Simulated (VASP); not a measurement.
# B (Fm-3m) in VASP: further runs

The runs below take B through single point, with BLYP.

Everything below comes from runs of VASP 6.6.1. Logs are shortened: lines on timing, memory, paths and dates and some standing lists are left out, and cuts for length are marked.

## Step 1: The cell of the first run

Symmetry: Fm-3m, No. 225, cubic system. Conventional cell: a = 2.857 Å, b = 2.857 Å, c = 2.857 Å, α = 90.00°, β = 90.00°, γ = 90.00°. Within 2.7 Å of B (site symmetry m-3m) lie 12 B at 2.02 Å.

## Step 2: Single point, BLYP (volume scaled by 0.96)

INCAR

```
PREC     = Accurate       # precision mode
ENCUT    = 520            # plane-wave cutoff, eV
EDIFF    = 1E-7           # SCF threshold, eV
ISMEAR   = -1             # smearing method
SIGMA    = 0.1            # smearing width, eV
LREAL    = False          # projectors in reciprocal space
LASPH    = True           # aspherical terms in the spheres
NELM     = 80             # most SCF steps
ALGO     = Normal         # electronic algorithm
ISIF     = 2              # what is computed and relaxed
LWAVE    = False          # write WAVECAR
LCHARG   = False          # write CHGCAR
GGA      = B5             # functional
ALDAX    = 1.0          
AGGAX    = 1.0          
AGGAC    = 1.0          
ALDAC    = 0.0          
NBANDS   = 8              # bands
```

KPOINTS

```
regular mesh
0
Gamma
  21 21 21
```

POSCAR

```
B
1.0
    0.0000000000      1.4283366578      1.4283366578
    1.4283366578      0.0000000000      1.4283366578
    1.4283366578      1.4283366578      0.0000000000
B
1
Direct
    0.0000000000      0.0000000000      0.0000000000
```

Potentials or basis: VASP PAW PBE potentials, release 64 (B).

Run with:

```bash
> cat potpaw_PBE.64/B/POTCAR > POTCAR
> mpirun -np 1 vasp_std > vasp.out
```

OUTCAR:

```text
PREC = Accurate
   ENCUT = 520
   EDIFF = 1E-7
   ISMEAR = -1
   LREAL = False
   LASPH = True
   NELM = 80
   ISIF = 2
   GGA = B5

 ion  position               nearest neighbor table
   1  0.000  0.000  0.000-

  LATTYP: Found a face centered cubic cell.
 ALAT       =     2.8566733156

  Lattice vectors:

 A1 = (   0.0000000000,   1.4283366578,   1.4283366578)
 A2 = (   1.4283366578,   0.0000000000,   1.4283366578)
 A3 = (   1.4283366578,   1.4283366578,   0.0000000000)

Analysis of symmetry for initial positions (statically):
=====================================================================
 Subroutine PRICEL returns:
 Original cell was already a primitive cell.

 Routine SETGRP: Setting up the symmetry group for a
 face centered cubic supercell.

 Subroutine GETGRP returns: Found 48 space group operations
 (whereof 48 operations were pure point group operations)
 out of a pool of 48 trial point group operations.

The static configuration has the point symmetry O_h .

Analysis of symmetry for dynamics (positions and initial velocities):
=====================================================================
 Subroutine PRICEL returns:
 Original cell was already a primitive cell.

 Routine SETGRP: Setting up the symmetry group for a
 face centered cubic supercell.

 Subroutine GETGRP returns: Found 48 space group operations
 (whereof 48 operations were pure point group operations)
 out of a pool of 48 trial point group operations.

The dynamic configuration has the point symmetry O_h .

 Subroutine INISYM returns: Found 48 space group operations
 (whereof 48 operations are pure point group operations),
 and found     1 'primitive' translations

----------------------------------------------------------------------------------------

                                     Primitive cell

  volume of cell :       5.8280

  direct lattice vectors                    reciprocal lattice vectors
     0.000000000  1.428336658  1.428336658    -0.350057528  0.350057528  0.350057528
     1.428336658  0.000000000  1.428336658     0.350057528 -0.350057528  0.350057528
     1.428336658  1.428336658  0.000000000     0.350057528  0.350057528 -0.350057528

  length of vectors
     2.019973073  2.019973073  2.019973073     0.606317425  0.606317425  0.606317425

  position of ions in fractional coordinates (direct lattice)
[... 70 lines left out ...]
   ICHARG =      2    charge: 1-file 2-atom 10-const
   ISPIN  =      1    spin polarized calculation?
   LNONCOLLINEAR =      F non collinear calculations
   LSORBIT =      F    spin-orbit coupling
   LASPH  =      T    aspherical Exc in radial PAW
   ENCUT  =  520.0 eV  38.22 Ry    6.18 a.u.   3.76  3.76  3.76*2*pi/ulx,y,z
   NELM   =     80;   NELMIN=  2; NELMDL= -5     # of ELM steps
   EDIFF  = 0.1E-06   stopping-criterion for ELM
   LREAL  =      F    real-space projection
   EDIFFG = 0.1E-05   stopping-criterion for IOM
   NSW    =      0    number of steps for IOM
   IBRION =     -1    ionic relax: 0-MD 1-quasi-New 2-CG
   NFREE  =      0    steps in history (QN), initial steepest desc. (CG)
   ISIF   =      2    stress and relaxation
   ISYM   =      2    0-nonsym 1-usesym 2-fastsym
   POTIM  = 0.5000    time-step for ionic-motion
   TEBEG  =    0.0;   TEEND  =   0.0 temperature during run
   PSTRESS=    0.0 pullay stress
   NELECT =       3.0000    total number of electrons
   NUPDOWN=      -1.0000    fix difference up-down
   EMIN   =  10.00;   EMAX   =-10.00  energy-range for DOS
   EFERMI =   0.00;   METHOD = LEGACY
   ISMEAR =    -1;   SIGMA  =   0.10  broadening in eV -4-tet -1-fermi 0-gaus
   EFERMI_NEDOS =   21; number of points for ismear=-14 and -15
   IALGO  =     38    algorithm
   IMIX   =      4    mixing-type and parameters
     AMIX     =   0.40;   BMIX     =  1.00
     AMIX_MAG =   1.60;   BMIX_MAG =  1.00
  volume/ion in A,a.u.               =       5.83        39.33
  Fermi-wavevector in a.u.,A,eV,Ry     =   1.312023  2.479363 23.421116  1.721403
  Thomas-Fermi vector in A             =   2.442444
   LORBIT       =      0    0 simple, 1 ext, 2 COOP (PROOUT), +10 PAW based schemes
   GGA     = B5    functional components
   LHFCALC =     F    Hartree Fock is set to
   AEXX    =    0.0000 exact exchange contribution
   IVDW    =     0    specifies the selected vdW correction
   LEPSILON=     F    determine dielectric tensor
   LRPA    =     F    only Hartree local field effects (RPA)
 non-spin polarized calculation
  energy-cutoff  :      520.00
  volume of cell :        5.83
 maximum number of plane-waves:       169
   NGX =  7   NGY =  7   NGZ =  7

 number of electron       3.0000000 magnetization

 Free energy of the ion-electron system (eV)
  ---------------------------------------------------
  ext. energy  EPLUGINS =         0.00000000
  ---------------------------------------------------
  free energy    TOTEN  =        -4.37304358 eV

  energy without entropy =       -4.36595050  energy(sigma->0) =       -4.36949704

 E-fermi :  11.1823     XC(G=0): -12.4285

 val. band max:       11.1763920926   @ k =  -0.4286   0.3810   0.0952
 cond. band min:      11.1869659611   @ k =  -0.4286   0.4286   0.0476
 fundamental gap:      0.0105738685
 Fermi energy:        11.1823025171

 k-point     1 :       0.0000    0.0000    0.0000
  band No.  band energies     occupation
      1      -8.0358      2.00000
      2      26.8311      0.00000
      3      26.8311      0.00000
      4      26.8311      0.00000
      5      43.9262      0.00000
      6      43.9262      0.00000
      7      43.9262      0.00000
      8      47.8065      0.00000
[... 243 lines left out ...]
 k-point    24 :      -0.3810    0.0476    0.0000
  band No.  band energies     occupation
      1      -1.2339      2.00000
      2       8.9020      2.00000
      3      23.3683      0.00000
      4      24.3080      0.00000
      5      40.0314      0.00000
      6      41.5163      0.00000
      7      44.3973      0.00000
      8      46.5832      0.00000

 [... further k-points ...]
[... 5 lines left out ...]
  --------------------------------------------------------------------------------------
  -------------------------------------------------------------------------------------
  Total        0.3917874      0.3917874      0.3917874     -0.0000000     -0.0000000      0.0000000
  in kB      107.7058521    107.7058521    107.7058521     -0.0000000     -0.0000000      0.0000000
  external PRESSURE =     107.7058521 kB  Pullay stress =       0.0000000 kB

 VOLUME and BASIS-vectors are now :
 -----------------------------------------------------------------------------
  energy-cutoff  :      520.00
  volume of cell :        5.83
      direct lattice vectors                 reciprocal lattice vectors
     0.000000000  1.428336658  1.428336658    -0.350057528  0.350057528  0.350057528
     1.428336658  0.000000000  1.428336658     0.350057528 -0.350057528  0.350057528
     1.428336658  1.428336658  0.000000000     0.350057528  0.350057528 -0.350057528

 POSITION                                       TOTAL-FORCE (eV/Angst)
 -----------------------------------------------------------------------------------
      0.00000      0.00000      0.00000         0.000000     -0.000000      0.000000
 -----------------------------------------------------------------------------------
    total drift:                               -0.000000     -0.000000     -0.000000

  FREE ENERGIE OF THE ION-ELECTRON SYSTEM (eV)
  ---------------------------------------------------
  free  energy   TOTEN  =        -4.3730435824 eV

  energy  without entropy=       -4.3659504959  energy(sigma->0) =       -4.36949704
```

Wall time 7.3 s (1 thread of Intel Xeon Platinum 8259CL at 2.50GHz (Skylake/Cascade Lake), shared host); peak memory 0.11 GiB.

Results:

| Property | Result |
| --- | --- |
| Free energy | -4.3730 eV |
| Pressure | 10.8 GPa |

Caveat: the cell differs from its parent crystal (volume scaled by 0.96); the PAW data sets were made with another functional, which shifts forces and pressure a little.

## Step 3: Single point, BLYP

This run uses another cell than the first one, of 6.07 Å³/atom, 1.042 times its volume.

INCAR

```
SYSTEM = B
AGGAC    = 1.0          
AGGAX    = 1.0          
ALDAC    = 0.0          
ALDAX    = 1.0          
ALGO     = Normal         ! electronic algorithm
EDIFF    = 1E-7           ! SCF threshold, eV
ENCUT    = 520            ! plane-wave cutoff, eV
GGA      = B5             ! functional
ISIF     = 2              ! what is computed and relaxed
ISMEAR   = -1             ! smearing method
LASPH    = .TRUE.         ! aspherical terms in the spheres
LCHARG   = .TRUE.         ! write CHGCAR
LELF     = .TRUE.         ! ELF
LREAL    = .FALSE.        ! projectors in reciprocal space
LVHAR    = .TRUE.       
LWAVE    = .FALSE.        ! write WAVECAR
NBANDS   = 8              ! bands
NELM     = 80             ! most SCF steps
PREC     = Accurate       ! precision mode
SIGMA    = 0.1            ! smearing width, eV
```

KPOINTS

```
k-points
0
G
  21 21 21
  0 0 0
```

POSCAR

```
B
1.0
    0.0000000000      1.4479053450      1.4479053450
    1.4479053450      0.0000000000      1.4479053450
    1.4479053450      1.4479053450      0.0000000000
B
1
Direct
    0.0000000000      0.0000000000      0.0000000000
```

Potentials or basis: VASP PAW PBE potentials, release 64 (B).

Run with:

```bash
> cat potpaw_PBE.64/B/POTCAR > POTCAR
> mpirun -np 1 vasp_std > vasp.out
```

Wall time 7.5 s (1 thread of Intel Xeon Platinum 8259CL at 2.50GHz (Skylake/Cascade Lake), shared host); peak memory 0.12 GiB.

The run converged. Its results:

```
Free energy : -4.3813 eV
Pressure    : 0.1 GPa
```

Levels at points of the mesh, in eV from the Fermi level:
| k point | band 1 | band 2 | band 3 | band 4 |
| --- | --- | --- | --- | --- |
| (0.00, 0.00, 0.00) | -18.73 | 15.07 | 15.07 | 15.07 |

Caveat: the PAW data sets were made with another functional, which shifts forces and pressure a little.

## Step 4: Single point, BLYP (volume scaled by 1.04)

INCAR

```
SYSTEM = B
  PREC = Accurate
  ENCUT = 520
  EDIFF = 1E-7
  ISMEAR = -1
  SIGMA = 0.1
  LREAL = .FALSE.
  LASPH = .TRUE.
  NELM = 100
  ALGO = Normal
  ISIF = 2
  LWAVE = .FALSE.
  LCHARG = .FALSE.
  GGA = B5
  ALDAX = 1.0
  AGGAX = 1.0
  AGGAC = 1.0
  ALDAC = 0.0
  NBANDS = 8
```

KPOINTS

```
regular mesh
0
G
  21 21 21
  0 0 0
```

POSCAR

```
B
1.0
    0.0000000000      1.4669589162      1.4669589162
    1.4669589162      0.0000000000      1.4669589162
    1.4669589162      1.4669589162      0.0000000000
B
1
Direct
    0.0000000000      0.0000000000      0.0000000000
```

Potentials or basis: VASP PAW PBE potentials, release 64 (B).

Run with:

```bash
> cat potpaw_PBE.64/B/POTCAR > POTCAR
> mpirun -np 1 vasp_std > vasp.out
```

OUTCAR:

```text
SYSTEM = B
   PREC = Accurate
   ENCUT = 520
   EDIFF = 1E-7
   ISMEAR = -1
   LREAL = .FALSE.
   LASPH = .TRUE.
   NELM = 100
   ISIF = 2
   GGA = B5

 ion  position               nearest neighbor table
   1  0.000  0.000  0.000-

  LATTYP: Found a face centered cubic cell.
 ALAT       =     2.9339178324

  Lattice vectors:

 A1 = (   0.0000000000,   1.4669589162,   1.4669589162)
 A2 = (   1.4669589162,   0.0000000000,   1.4669589162)
 A3 = (   1.4669589162,   1.4669589162,   0.0000000000)

Analysis of symmetry for initial positions (statically):
=====================================================================
 Subroutine PRICEL returns:
 Original cell was already a primitive cell.

 Routine SETGRP: Setting up the symmetry group for a
 face centered cubic supercell.

 Subroutine GETGRP returns: Found 48 space group operations
 (whereof 48 operations were pure point group operations)
 out of a pool of 48 trial point group operations.

The static configuration has the point symmetry O_h .

Analysis of symmetry for dynamics (positions and initial velocities):
=====================================================================
 Subroutine PRICEL returns:
[... 152 lines left out ...]
  energy without entropy =       -4.36741723  energy(sigma->0) =       -4.37118290

 E-fermi :  10.1864     XC(G=0): -12.0904

 val. band max:       10.1567549141   @ k =   0.4762   0.4762   0.0000
 cond. band min:      10.1915742894   @ k =  -0.4286   0.4286   0.0476
 fundamental gap:      0.0348193753
 Fermi energy:        10.1864204861

 k-point     1 :       0.0000    0.0000    0.0000
  band No.  band energies     occupation
      1      -8.0703      2.00000
      2      24.7140      0.00000
      3      24.7140      0.00000
      4      24.7140      0.00000
      5      41.5253      0.00000
      6      41.5253      0.00000
      7      41.5253      0.00000
      8      45.3475      0.00000
[... 243 lines left out ...]
 k-point    24 :      -0.3810    0.0476    0.0000
  band No.  band energies     occupation
      1      -1.5208      2.00000
      2       7.9352      2.00000
      3      21.5202      0.00000
      4      22.3869      0.00000
      5      37.8608      0.00000
      6      39.2711      0.00000
      7      41.4396      0.00000
      8      44.0492      0.00000

 [... further k-points ...]
[... 5 lines left out ...]
  --------------------------------------------------------------------------------------
  -------------------------------------------------------------------------------------
  Total       -0.3362251     -0.3362251     -0.3362251     -0.0000000     -0.0000000     -0.0000000
  in kB      -85.3211865    -85.3211865    -85.3211865     -0.0000000     -0.0000000     -0.0000000
  external PRESSURE =     -85.3211865 kB  Pullay stress =       0.0000000 kB

 VOLUME and BASIS-vectors are now :
 -----------------------------------------------------------------------------
  energy-cutoff  :      520.00
  volume of cell :        6.31
      direct lattice vectors                 reciprocal lattice vectors
     0.000000000  1.466958916  1.466958916    -0.340841175  0.340841175  0.340841175
     1.466958916  0.000000000  1.466958916     0.340841175 -0.340841175  0.340841175
     1.466958916  1.466958916  0.000000000     0.340841175  0.340841175 -0.340841175

 POSITION                                       TOTAL-FORCE (eV/Angst)
 -----------------------------------------------------------------------------------
      0.00000      0.00000      0.00000        -0.000000      0.000000     -0.000000
 -----------------------------------------------------------------------------------
    total drift:                                0.000000     -0.000000     -0.000000

  FREE ENERGIE OF THE ION-ELECTRON SYSTEM (eV)
  ---------------------------------------------------
  free  energy   TOTEN  =        -4.3749485601 eV

  energy  without entropy=       -4.3674172300  energy(sigma->0) =       -4.37118290
```

Wall time 7.1 s (1 thread of Intel Xeon Platinum 8259CL at 2.50GHz (Skylake/Cascade Lake), shared host); peak memory 0.12 GiB.

Results:

| Quantity | Value |
| --- | --- |
| Free energy | -4.3749 eV |
| Pressure | -8.5 GPa |

Caveat: the cell differs from its parent crystal (volume scaled by 1.04); the PAW data sets were made with another functional, which shifts forces and pressure a little.

## Step 5: Single point, BLYP (volume scaled by 1.08)

INCAR

```
SYSTEM = B
  PREC = Accurate
  ENCUT = 520
  EDIFF = 1E-6
  ISMEAR = -1
  SIGMA = 0.1
  LREAL = .FALSE.
  LASPH = .TRUE.
  NELM = 60
  ALGO = Normal
  ISIF = 2
  LWAVE = .FALSE.
  LCHARG = .TRUE.
  GGA = B5
  ALDAX = 1.0
  AGGAX = 1.0
  AGGAC = 1.0
  ALDAC = 0.0
  LELF = .TRUE.
  LVHAR = .TRUE.
  NBANDS = 8
```

KPOINTS is that of step 4.

POSCAR

```
B
1.0
    0.0000000000      1.4855299879      1.4855299879
    1.4855299879      0.0000000000      1.4855299879
    1.4855299879      1.4855299879      0.0000000000
B
1
Direct
    0.0000000000      0.0000000000      0.0000000000
```

Run with:

```bash
> cat potpaw_PBE.64/B/POTCAR > POTCAR
> mpirun -np 1 vasp_std > vasp.out
```

It took 7.6 s on 1 thread of Intel Xeon Platinum 8259CL at 2.50GHz (Skylake/Cascade Lake), shared host; peak memory 0.12 GiB.

Results (log left out):

* Free energy: -4.3567 eV
* Pressure: -15.6 GPa

Levels at points of the mesh, in eV from the Fermi level:
```tsv
k point	band 1	band 2	band 3	band 4
(0.00, 0.00, 0.00)	-17.81	14.03	14.03	14.03
```

Caveat: the cell differs from its parent crystal (volume scaled by 1.08); the PAW data sets were made with another functional, which shifts forces and pressure a little.

## Step 6: Single point, BLYP (volume scaled by 1.12)

INCAR

```
SYSTEM = B
AGGAC = 1.0
AGGAX = 1.0
ALDAC = 0.0
ALDAX = 1.0
ALGO = Normal
EDIFF = 1E-6
ENCUT = 520
GGA = B5
ISIF = 2
ISMEAR = -1
LASPH = .True.
LCHARG = .True.
LELF = .True.
LREAL = .False.
LVHAR = .True.
LWAVE = .False.
NBANDS = 8
NELM = 100
PREC = Accurate
SIGMA = 0.1
```

KPOINTS

```
k-points
0
Gamma
  21 21 21
  0 0 0
```

POSCAR

```
B
1.0
    0.0000000000      1.5036479928      1.5036479928
    1.5036479928      0.0000000000      1.5036479928
    1.5036479928      1.5036479928      0.0000000000
B
1
Direct
    0.0000000000      0.0000000000      0.0000000000
```

Potentials or basis: VASP PAW PBE potentials, release 64 (B).

Run with:

```bash
> cat potpaw_PBE.64/B/POTCAR > POTCAR
> mpirun -np 1 vasp_std > vasp.out
```

It took 6.6 s on 1 thread of Intel Xeon Platinum 8259CL at 2.50GHz (Skylake/Cascade Lake), shared host; peak memory 0.11 GiB.

Results (log left out):

```yaml
Free_energy: -4.3286 eV
Pressure: -21.4 GPa
```

Levels at points of the mesh, in eV from the Fermi level:
```csv
k point,band 1,band 2,band 3,band 4
"(0.00, 0.00, 0.00)",-17.39,13.56,13.56,13.56
```

Caveat: the cell differs from its parent crystal (volume scaled by 1.12); the PAW data sets were made with another functional, which shifts forces and pressure a little.

## Step 7: The runs side by side

| cell | gap on the mesh (eV) | pressure (GPa) |
| --- | --- | --- |
| a = 2.020 Å, angles 60.0°, 1 atom | none | 10.8 |
| a = 2.048 Å, angles 60.0°, 1 atom | none | 0.1 |
| a = 2.075 Å, angles 60.0°, 1 atom | none | -8.5 |
| a = 2.101 Å, angles 60.0°, 1 atom | none | -15.6 |
| a = 2.126 Å, angles 60.0°, 1 atom | none | -21.4 |

Alike in all rows: task single point; level BLYP; potentials or basis VASP PAW PBE potentials, release 64 (B); no spin polarisation; k mesh 21 × 21 × 21; cutoff (eV) 520; smearing fermi-dirac 0.1 eV.

Caveats: the PAW data sets were made with another functional, which shifts forces and pressure a little.

Absolute energies hang on the potentials; compare differences alone.
